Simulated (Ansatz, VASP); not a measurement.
# NaF in VASP and in Ansatz

```xyz
2
Lattice="-0.0116 2.3093 2.3093 2.3093 -0.0116 2.3093 2.3093 2.3093 -0.0116" Properties=species:S:1:pos:R:3 pbc="T T T"
Na    0.0000    0.0000    0.0000
F     2.3035    2.3035    2.3035
```

Change from the starting cell: equal xy, yz and zx engineering shears of -0.5 %, PAW files.

Alike in both runs: functional PBEsol; k mesh 10 × 10 × 10; no spin polarisation.

Ansatz relaxed the structure, and its values are those at the end. VASP's run is a single point on that final structure, the one shown.

|  | VASP | Ansatz |
| --- | --- | --- |
| version | VASP 6.6.1 | Ansatz 0.2.0 |
| potentials or method | VASP PAW PBE potentials, release 64 (Na_pv, F) | PAW with Ansatz's default frozen-core files, scalar-relativistic |
| plane-wave cutoff (eV) | 520 | 420 |
| occupations | gaussian, width 0.01 eV | fixed |
| valence electrons in the cell | 14 | 16 |

|  | VASP | Ansatz | Ansatz less VASP |
| --- | --- | --- | --- |
| gap on the k mesh at the Fermi level (eV) | 6.16 | 6.18 | +0.022 |
| pressure (GPa) | -0.1 | 0.0 | +0.08 |

VASP's potentials were made for PBE, not for PBEsol. VASP's potentials hold 14 valence electrons a cell and Ansatz's 16, so a difference there can come from the potentials and not from the codes.
